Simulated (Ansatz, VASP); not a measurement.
Given: the input of a run of VASP 6.6.1 on LiCuAuO2.

INCAR

```
SYSTEM = LiCuAuO2
PREC = Accurate
ENCUT = 880
EDIFF = 1E-6
ISMEAR = -1
SIGMA = 0.05
LREAL = .FALSE.
LASPH = .TRUE.
NELM = 120
ALGO = Normal
ISIF = 2
LWAVE = .FALSE.
LCHARG = .FALSE.
GGA = PE
NBANDS = 34
GGA_COMPAT = .FALSE.
```

The input KPOINTS:

```
Automatic mesh
0
G
  8 8 8
  0 0 0
```

POSCAR

```
LiCuAuO2
1.0
    1.6535714602      0.9546899276      6.4188160000
   -1.6535714602      0.9546899276      6.4188160000
    0.0000000000     -1.9093798552      6.4188160000
Au Cu O Li
1 1 2 1
Direct
    0.9917940000      0.9917940000      0.9917940000
    0.5158030000      0.5158030000      0.5158030000
    0.1009220000      0.1009220000      0.1009220000
    0.8842220000      0.8842220000      0.8842220000
    0.7572590000      0.7572590000      0.7572590000
```

Potentials or basis: VASP PAW PBE potentials, release 64 (Au_sv_GW, Cu_sv_GW, O, Li_sv).

Launch:

```sh
$ cat potpaw_PBE.64/Au_sv_GW/POTCAR potpaw_PBE.64/Cu_sv_GW/POTCAR potpaw_PBE.64/O/POTCAR potpaw_PBE.64/Li_sv/POTCAR > POTCAR
$ mpirun -np 1 vasp_std > vasp.out
```

Problem. Set up the same calculation for Ansatz 0.2.0. Potentials there: Ansatz PAW.

Solution. As run (the cutoff follows the program's own potentials):

File input.yaml:

```yaml
crystal:
  lattice:
    - [1.6535714602, 0.9546899276, 6.418816]
    - [-1.6535714602, 0.9546899276, 6.418816]
    - [0.0, -1.9093798552, 6.418816]
  atoms:
    - { symbol: Au, position: [0.991794, 0.991794, 0.991794] }
    - { symbol: Cu, position: [0.515803, 0.515803, 0.515803] }
    - { symbol: O, position: [0.100922, 0.100922, 0.100922] }
    - { symbol: O, position: [0.884222, 0.884222, 0.884222] }
    - { symbol: Li, position: [0.757259, 0.757259, 0.757259] }
hamiltonian:
  xc: pbe
  pseudopotentials: { kind: paw }
kpoints:
  mp_grid: { grid: [8, 8, 8] }
scf:
  occupations: { method: fermi_dirac, width: 0.05 }
output:
  forces: true
  stress: true
  eigenvalues: true
```

Potentials or basis: Ansatz PAW.

Run with:

```bash
$ ansatz run input.yaml --threads 2 --pin off --max-ram 5632MiB --backend cpu --events-out ev --progress --plain --runs-dir out
```

Both were run:

|  | VASP | Ansatz | Ansatz less VASP |
| --- | --- | --- | --- |
| gap on the k mesh at the Fermi level (eV) | none | none | - |
| pressure (GPa) | -3.1 | -3.1 | -0.02 |
| traceless stress, the component that is largest in VASP (GPa) | -0.92 | -1.16 | -0.245 |
| rms of the force components (eV/Å) | 0.120 | 0.130 | +0.0096 |

Atom by atom the forces differ by 0.016 eV/Å (rms over components). A gap of «none» marks a metal or a gap that the smearing closes. The functional is the same, so the differences come from potentials, cutoffs and numerics.

Neither program's run includes spin-orbit coupling.
